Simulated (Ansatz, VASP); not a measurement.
# Ta: VASP beside Ansatz

```xyz
2
Lattice="2.9022 0.0000 0.0000 -1.4511 2.5134 0.0000 0.0000 0.0000 5.1382" Properties=species:S:1:pos:R:3 pbc="T T T"
Ta    0.0000    1.6756    1.2846
Ta    1.4511    0.8378    3.8537
```

Alike in both runs: task relaxation of cell and atoms; functional PBE; k mesh 16 × 16 × 9; occupations fermi-dirac, width 0.05 eV; no spin polarisation.

|  | VASP | Ansatz |
| --- | --- | --- |
| version | VASP 6.6.1 | Ansatz 0.2.0 |
| potentials or method | VASP PAW PBE potentials, release 64 (Ta_pv), cutoff 600 eV | all-electron LAPW, scalar-relativistic |

|  | VASP | Ansatz | Ansatz less VASP |
| --- | --- | --- | --- |
| relaxed volume (Å³/atom) | 18.75 | 18.74 | -0.008 |
| relaxed cell length with the largest relative difference (Å) | 5.139 | 5.138 | -0.0009 |

Ansatz ran all-electron here, and VASP with PAW potentials.

Neither program's run includes spin-orbit coupling.
